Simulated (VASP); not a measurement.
# TiSe2 (P-3m1) in VASP: notebook

Runs on TiSe2. Level: PBE. Tasks: relaxation of cell and atoms, single point.

Program: VASP 6.6.1. These are calculated values, not measurements. Logs are shortened: lines on timing, memory, paths and dates and some standing lists are left out, and cuts for length are marked.

## Step 1: The cell of the first run

Symmetry: P-3m1, No. 164, trigonal system. The conventional cell has a = 3.557 Å, b = 3.557 Å, c = 6.348 Å, α = 90.00°, β = 90.00°, γ = 120.00°. Ti (site symmetry -3m) has 6 Se at 2.56 Å within 3.4 Å. Se (site symmetry 3m) has 3 Ti at 2.56 Å within 3.4 Å.

## Step 2: Relaxation of cell and atoms, PBE

File INCAR:

```
SYSTEM = TiSe2
ALGO = Normal
EDIFF = 1E-7
EDIFFG = -0.01
ENCUT = 500
GGA = PE
GGA_COMPAT = .FALSE.
IBRION = 2
ISIF = 3
ISMEAR = 0
LASPH = .TRUE.
LCHARG = .FALSE.
LREAL = .FALSE.
LWAVE = .FALSE.
NELM = 120
NELMIN = 4
NSW = 100
PREC = Accurate
SIGMA = 0.1
```

File KPOINTS:

```
k-points
0
G
  15 15 8
  0 0 0
```

File POSCAR:

```
TiSe2
1.0
    3.5565669500      0.0000000000      0.0000000000
   -1.7782834800      3.0800774100      0.0000000000
    0.0000000000      0.0000000000      6.3476257300
Ti Se
1 2
Direct
    0.0000000000      0.0000000000      0.0000000000
    0.3333333400      0.6666666900      0.2399278400
    0.6666666900      0.3333333400      0.7600721700
```

Potentials or basis: VASP PAW PBE potentials, release 64 (Ti_sv, Se).

The run is started by

```
cat potpaw_PBE.64/Ti_sv/POTCAR potpaw_PBE.64/Se/POTCAR > POTCAR
mpirun -np 1 vasp_std > vasp.out
```

OUTCAR:

```text
SYSTEM = TiSe2
   EDIFF = 1E-7
   EDIFFG = -0.01
   ENCUT = 500
   GGA = PE
   IBRION = 2
   ISIF = 3
   ISMEAR = 0
   LASPH = .TRUE.
   LREAL = .FALSE.
   NELM = 120
   NELMIN = 4
   NSW = 100
   PREC = Accurate

 ion  position               nearest neighbor table
   1  0.000  0.000  0.000-   3 2.56   2 2.56   3 2.56   2 2.56   3 2.56   2 2.56
   2  0.333  0.667  0.240-   1 2.56   1 2.56   1 2.56
   3  0.667  0.333  0.760-   1 2.56   1 2.56   1 2.56

  LATTYP: Found a hexagonal cell.
 ALAT       =     3.5565669500
 C/A-ratio  =     1.7847620526

  Lattice vectors:

 A1 = (   3.5565669500,   0.0000000000,   0.0000000000)
 A2 = (  -1.7782834800,   3.0800774100,   0.0000000000)
 A3 = (   0.0000000000,   0.0000000000,   6.3476257300)

Analysis of symmetry for initial positions (statically):
=====================================================================
 Subroutine PRICEL returns:
 Original cell was already a primitive cell.

 Routine SETGRP: Setting up the symmetry group for a
 hexagonal supercell.

 Subroutine GETGRP returns: Found 12 space group operations
 (whereof 12 operations were pure point group operations)
 out of a pool of 24 trial point group operations.

The static configuration has the point symmetry D_3d.

Analysis of symmetry for dynamics (positions and initial velocities):
=====================================================================
 Subroutine PRICEL returns:
 Original cell was already a primitive cell.

 Routine SETGRP: Setting up the symmetry group for a
 hexagonal supercell.

 Subroutine GETGRP returns: Found 12 space group operations
 (whereof 12 operations were pure point group operations)
 out of a pool of 24 trial point group operations.

The dynamic configuration has the point symmetry D_3d.

 Subroutine INISYM returns: Found 12 space group operations
 (whereof 12 operations are pure point group operations),
 and found     1 'primitive' translations

----------------------------------------------------------------------------------------

                                     Primitive cell

  volume of cell :      69.5351

  direct lattice vectors                    reciprocal lattice vectors
     3.556566950  0.000000000  0.000000000     0.281170020  0.162333583  0.000000000
    -1.778283480  3.080077410  0.000000000     0.000000000  0.324667165  0.000000000
     0.000000000  0.000000000  6.347625730     0.000000000  0.000000000  0.157539219

  length of vectors
     3.556566950  3.556567023  6.347625730     0.324667171  0.324667165  0.157539219

  position of ions in fractional coordinates (direct lattice)
     0.000000000  0.000000000  0.000000000
[... 101 lines left out ...]
  volume/ion in A,a.u.               =      23.18       156.42
  Fermi-wavevector in a.u.,A,eV,Ry     =   1.148358  2.170082 17.942355  1.318726
  Thomas-Fermi vector in A             =   2.285033
   LORBIT       =      0    0 simple, 1 ext, 2 COOP (PROOUT), +10 PAW based schemes
   GGA     = PE    functional components
   LHFCALC =     F    Hartree Fock is set to
   AEXX    =    0.0000 exact exchange contribution
   IVDW    =     0    specifies the selected vdW correction
   LEPSILON=     F    determine dielectric tensor
   LRPA    =     F    only Hartree local field effects (RPA)
 conjugate gradient relaxation of ions
 non-spin polarized calculation
 Gauss-broadening in eV      SIGMA  =   0.10
  energy-cutoff  :      500.00
  volume of cell :       69.54
 maximum number of plane-waves:      1793
 NGX is ok and might be reduce to    28
   NGX = 13   NGY = 13   NGZ = 23

--------------------------------------- Ionic step        1  -------------------------------------------

 number of electron      23.9999992 magnetization

 Free energy of the ion-electron system (eV)
  ---------------------------------------------------
  ext. energy  EPLUGINS =         0.00000000
  ---------------------------------------------------
  free energy    TOTEN  =       -18.19936143 eV

  energy without entropy =      -18.19561483  energy(sigma->0) =      -18.19748813

------------------------ aborting loop because EDIFF is reached ----------------------------------------

  FORCE on cell =-STRESS in cart. coord.  units (eV):
  Direction    XX          YY          ZZ          XY          YZ          ZX
  --------------------------------------------------------------------------------------
  -------------------------------------------------------------------------------------
  Total        0.1251575      0.1251575      0.7296228     -0.0000000      0.0000000      0.0000000
  in kB        2.8837891      2.8837892     16.8114460     -0.0000000      0.0000000      0.0000000
  external PRESSURE =       7.5263414 kB  Pullay stress =       0.0000000 kB
[... 92 lines left out ...]
  FREE ENERGIE OF THE ION-ELECTRON SYSTEM (eV)
  ---------------------------------------------------
  free  energy   TOTEN  =       -18.2033461852 eV

  energy  without entropy=      -18.1993889325  energy(sigma->0) =      -18.20136756

 E-fermi :   3.9725     XC(G=0):  -9.5099

 val. band max:        3.9523076449   @ k =   0.0000   0.4000   0.2500
 cond. band min:       3.9739703565   @ k =   0.0667  -0.0000   0.3750
 fundamental gap:      0.0216627116
 Fermi energy:         3.9725043398

 k-point     1 :       0.0000    0.0000    0.0000
  band No.  band energies     occupation
      1     -53.6769      2.00000
      2     -29.8961      2.00000
      3     -29.8853      2.00000
      4     -29.8853      2.00000
      5      -9.7434      2.00000
      6      -8.6283      2.00000
[... 435 lines left out ...]
      5      -8.1754      2.00000
      6      -8.1740      2.00000
[... 8 lines left out ...]
     15       5.5657      0.00000
     16       6.5835      0.00000

 [... further k-points ...]

[... ionic steps 4 to 14 ...]

--------------------------------------- Ionic step       15  -------------------------------------------

 number of electron      24.0000000 magnetization

------------------------ aborting loop because EDIFF is reached ----------------------------------------
[... 69 lines left out ...]
--------------------------------------- Ionic step       17  -------------------------------------------

 number of electron      24.0000000 magnetization

 Free energy of the ion-electron system (eV)
  ---------------------------------------------------
  ext. energy  EPLUGINS =         0.00000000
  ---------------------------------------------------
  free energy    TOTEN  =       -18.20773590 eV

  energy without entropy =      -18.20346709  energy(sigma->0) =      -18.20560149

 E-fermi :   3.7219     XC(G=0):  -9.3404

 val. band max:        3.7055831472   @ k =   0.0000   0.4000   0.2500
 cond. band min:       3.7328288465   @ k =   0.4667  -0.0000   0.2500
 fundamental gap:      0.0272456993
 Fermi energy:         3.7218919852

 k-point     1 :       0.0000    0.0000    0.0000
  band No.  band energies     occupation
      1     -53.9380      2.00000
      2     -30.1564      2.00000
      3     -30.1456      2.00000
      4     -30.1456      2.00000
      5      -9.9519      2.00000
      6      -8.8966      2.00000
[... 477 lines left out ...]
  FREE ENERGIE OF THE ION-ELECTRON SYSTEM (eV)
  ---------------------------------------------------
  free  energy   TOTEN  =       -18.2077359002 eV

  energy  without entropy=      -18.2034670863  energy(sigma->0) =      -18.20560149

 reached required accuracy - stopping structural energy minimisation
```

OSZICAR:

```text
N       E                     dE             d eps       ncg     rms          rms(c)
DAV:   1     0.195632423302E+03    0.19563E+03   -0.11418E+04  6152   0.141E+03
DAV:   2    -0.138653098562E+01   -0.19702E+03   -0.19511E+03  6768   0.355E+02
DAV:   3    -0.207894979969E+02   -0.19403E+02   -0.18816E+02  9656   0.102E+02
[... 175 lines left out ...]
DAV:   4    -0.182077272443E+02    0.36101E-04   -0.30442E-04  6880   0.148E-01    0.161E-02
DAV:   5    -0.182077323732E+02   -0.51289E-05   -0.21959E-05  7984   0.345E-02    0.876E-03
DAV:   6    -0.182077350847E+02   -0.27116E-05   -0.63319E-06 10528   0.104E-02    0.527E-03
DAV:   7    -0.182077358817E+02   -0.79698E-06   -0.79077E-07  6480   0.765E-03    0.948E-04
DAV:   8    -0.182077359002E+02   -0.18466E-07   -0.38533E-07  6120   0.299E-03
  17 F= -.18207736E+02 E0= -.18205601E+02  d E =-.985323E-04
```

It took 41 min on 1 thread of Intel Xeon Platinum 8488C (Sapphire Rapids), shared host; peak memory 0.37 GiB.

Results:

* Free energy: -18.2077 eV
* Relaxed volume: 24.13 Å³/atom
* Relaxed cell: a = 3.541 Å, b = 3.541 Å, c = 6.668 Å, α = 90.00°, β = 90.00°, γ = 120.00°
* Space group after relaxing (to 0.05 Å): P-3m1 (No. 164)
* Energy gained by relaxing: 2.8 meV/atom
* Ionic steps: 17
* Pressure after relaxing: 0.0 GPa
* Largest force after relaxing: 0.004 eV/Å
* Band gap on the k mesh: zero (band 12 reaches 4.18 eV, above the bottom of band 13 at 3.62 eV)

Forces on the atoms (eV/Å):
```
Ti   0.000  0.000  0.000
Se   0.000  0.000 -0.004
Se   0.000  0.000  0.004
```

Step by step:
| step | energy change (eV) | largest force (eV/Å) | pressure (GPa) | volume (Å³) |
| --- | --- | --- | --- | --- |
| 1 | 0.0000 | 0.1817 | 0.75 | 69.54 |
| 2 | -0.0029 | 0.1159 | -0.84 | 70.63 |
| 3 | -0.0040 | 0.0147 | -0.31 | 70.25 |
| 4 | -0.0056 | 0.0263 | -0.11 | 70.03 |
| 5 | -0.0060 | 0.0360 | 0.05 | 69.84 |
| 6 | -0.0061 | 0.0311 | 0.07 | 69.90 |
| 7 | -0.0066 | 0.0162 | 0.12 | 70.09 |
| 8 | -0.0072 | 0.0138 | 0.23 | 70.46 |
| 9 | -0.0074 | 0.0756 | 0.47 | 71.20 |
| 10 | -0.0075 | 0.0743 | 0.46 | 71.23 |
| 11 | -0.0076 | 0.0706 | 0.43 | 71.32 |
| 12 | -0.0078 | 0.0635 | 0.37 | 71.50 |
| 13 | -0.0080 | 0.0491 | 0.25 | 71.85 |
| 14 | -0.0083 | 0.0213 | 0.01 | 72.56 |
| 15 | -0.0083 | 0.0187 | 0.01 | 72.55 |
| 16 | -0.0083 | 0.0112 | 0.00 | 72.50 |
| 17 | -0.0084 | 0.0041 | -0.03 | 72.40 |

Final structure:
```yaml
crystal:
  lattice:
    - [3.54076, 0.00000, 0.00000]
    - [-1.77038, 3.06639, 0.00000]
    - [0.00000, 0.00000, 6.66801]
  atoms:
    - { symbol: Ti, position: [0.00000, 0.00000, 0.00000] }
    - { symbol: Se, position: [0.33333, 0.66667, 0.23251] }
    - { symbol: Se, position: [0.66667, 0.33333, 0.76749] }
```

Caveat: this functional lacks dispersion, which binds the layers, so the pressure and a relaxed spacing across them are unreliable.

## Step 3: Single point, PBE

File INCAR:

```
PREC = Accurate
ENCUT = 500
EDIFF = 1E-6
ISMEAR = 0
SIGMA = 0.1
LREAL = F
LASPH = T
NELM = 120
ALGO = Normal
ISIF = 2
LWAVE = F
LCHARG = T
GGA = PE
LELF = T
LVHAR = T
NBANDS = 19
GGA_COMPAT = F
```

File KPOINTS:

```
Automatic mesh
0
Gamma
  6 6 4
```

POSCAR is that of step 2.

Potentials or basis: VASP PAW PBE potentials, release 64 (Ti_sv, Se).

The run is started by

```
cat potpaw_PBE.64/Ti_sv/POTCAR potpaw_PBE.64/Se/POTCAR > POTCAR
mpirun -np 1 vasp_std > vasp.out
```

Wall time 48 s (1 thread of Intel Xeon Platinum 8488C (Sapphire Rapids), shared host); peak memory 0.19 GiB.

The run converged. Its results:

* Free energy: -18.1901 eV
* Pressure: 0.7 GPa
* Largest force: 0.218 eV/Å
* Band gap on the k mesh: zero (band 12 reaches 4.52 eV, above the bottom of band 13 at 4.01 eV)

Forces on the atoms (eV/Å):
```
Ti   0.000  0.000  0.000
Se   0.000  0.000  0.218
Se   0.000  0.000 -0.218
```

Stress tensor (GPa, compression positive):
```
0.01 0.00 0.00
0.00 0.01 0.00
0.00 0.00 2.00
```

Levels at points of the mesh, in eV from the Fermi level:
```tsv
k point	band 10	band 11	band 12	band 13	band 14	band 15
(0.00, 0.00, 0.00)	-0.23	0.40	0.40	0.41	0.41	0.66
(0.50, 0.00, 0.00)	-2.39	-2.34	-1.30	0.08	1.28	1.65
(0.00, 0.00, 0.50)	-2.24	0.29	0.29	0.40	0.40	1.13
(0.50, 0.00, 0.50)	-2.44	-1.42	-1.10	-0.12	1.28	1.62
```

Caveat: this functional lacks dispersion, which binds the layers, so the pressure and a relaxed spacing across them are unreliable.
